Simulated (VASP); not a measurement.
Input of a VASP 6.6.1 run:

File INCAR:

```
SYSTEM = Ge5F
  PREC = Accurate
  ENCUT = 520
  EDIFF = 1E-6
  ISMEAR = 0
  SIGMA = 0.1
  LREAL = .False.
  LASPH = .True.
  NELM = 60
  ALGO = Normal
  ISIF = 2
  LWAVE = .False.
  LCHARG = .False.
  GGA = PE
  NBANDS = 48
```

The input KPOINTS:

```
regular mesh
0
Gamma
  6 6 4
  0 0 0
```

File POSCAR:

```
Ge5F
1.0
    4.6411860274      0.0000000000      0.0000000000
   -2.3205930137      4.0193850034      0.0000000000
    0.0000000000      0.0000000000      5.5766648864
Ge F
5 1
Direct
    0.3333333333      0.6666666667      0.2337760406
    0.6666666667      0.3333333333      0.2337760406
    0.6666666667      0.3333333333      0.7662239594
    0.3333333333      0.6666666667      0.7662239594
    0.0000000000      0.0000000000      0.5000000000
    0.0000000000      0.0000000000      0.0000000000
```

Potentials or basis: VASP PAW PBE potentials, release 64 (Ge_d, F).

The run is started by

```console
$ cat potpaw_PBE.64/Ge_d/POTCAR potpaw_PBE.64/F/POTCAR > POTCAR
$ mpirun -np 1 vasp_std > vasp.out
```

Problem. Predict the band gap on the k mesh.

Solution. Zero (an odd number of electrons rules out a gap without spin polarisation).

Problem. Predict the pressure.

Solution. 0.0 GPa.

Problem. What does it give for the largest force?

Solution. 0.012 eV/Å.

Forces on the atoms (eV/Å):
```
Ge   0.000  0.000 -0.012
Ge   0.000  0.000 -0.012
Ge   0.000  0.000  0.012
Ge   0.000  0.000  0.012
Ge   0.000  0.000  0.000
F    0.000  0.000  0.000
```

Caveat: an odd number of electrons without spin polarisation forces a metal; a magnetic or distorted state may lie lower.
